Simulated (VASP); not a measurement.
Input of a VASP 6.6.1 run:

INCAR

```
SYSTEM = B13P10
ALGO = Normal
EDIFF = 1E-6
ENCUT = 520
GGA = PE
ISIF = 2
ISMEAR = -1
ISYM = 0
LASPH = .TRUE.
LCHARG = .TRUE.
LELF = .TRUE.
LREAL = Auto
LVHAR = .TRUE.
LWAVE = .FALSE.
NBANDS = 62
NELM = 80
PREC = Accurate
SIGMA = 0.2482
```

Contents of KPOINTS:

```
Automatic mesh
0
Gamma
  1 1 1
  0.25 0.25 0.25
```

Contents of POSCAR:

```
B13P10
1.0
    6.5660210000      0.0873340000     -0.1704000000
    0.0873340000      6.7396190000      0.1358200000
   -0.1704000000      0.1358200000      7.0462260000
P B
10 13
Direct
    0.6389968559      0.7320194135      0.2869305054
    0.8259762311      0.0252557721      0.2817251548
    1.0282011333      0.8650502117      0.6227671882
    0.6294228649      0.6521700801      0.8359528797
    0.6487291834      0.2083260855      0.6097440820
    0.3513375587      0.6628835337      0.5384393118
    0.2782561761      0.0627204310     -0.0094981110
    0.0329560457      0.6869748895     -0.0302326691
    0.2468260926      0.2508751706      0.3027361456
    0.5768617079      0.3231769076      1.0880071612
    0.7111135298      0.2952041645      0.8575394993
    0.8154409872      0.5048546128      0.4691174809
    0.1772008452      0.5293513964      0.7577279692
   -0.1868667160      0.7544295617      0.0896923103
    0.1773195104      0.2376106024      0.7808868141
    0.7317196559      0.4654914836      0.6610789912
    0.3693634983      0.2445713189      0.5828044493
    0.3538169956      0.5188833246      1.2271008172
    0.5097299226      0.8684291287      0.6036429905
    0.3348388772      0.5412718068      0.9563939629
    0.3639852338      1.0275878016      0.7447831092
   -0.0488044064      0.4108725532      0.7685820777
    1.0787167967      0.4173006049      0.4305497119
```

Potentials or basis: VASP PAW PBE potentials, release 64 (P, B).

The run is started by

```bash
$ cat potpaw_PBE.64/P/POTCAR potpaw_PBE.64/B/POTCAR > POTCAR
$ mpirun -np 1 vasp_std > vasp.out
```

**Question.** Estimate the pressure.

**Answer.** -3.8 GPa.

**Question.** Estimate the largest force.

**Answer.** 4.759 eV/Å.

Forces in eV/Å, atoms in the order of the input:
```
P   -0.014 -0.731  1.219
P    0.328 -1.049 -0.358
P    0.717 -0.407 -0.215
P   -2.227  2.071  0.447
P   -0.130 -2.290 -0.856
P   -3.751 -1.710 -1.107
P    0.008 -0.018  0.719
P    2.857  0.064 -1.746
P   -0.171  1.065  1.908
P   -0.542 -0.832 -0.089
B    1.832  1.124 -0.839
B    3.630  0.683 -3.001
B    0.925 -0.775  0.208
B   -1.403  0.396  0.002
B    0.337  1.013 -0.410
B   -1.602  1.447  3.600
B   -2.620 -0.585 -0.763
B    0.873 -0.260 -0.726
B    0.287  0.788  2.399
B    1.172  0.380  1.070
B   -0.437  0.177 -2.103
B    2.228 -1.180  1.010
B   -2.298  0.626 -0.368
```

Caveat: the k points lie up to 0.96 Å⁻¹ apart.
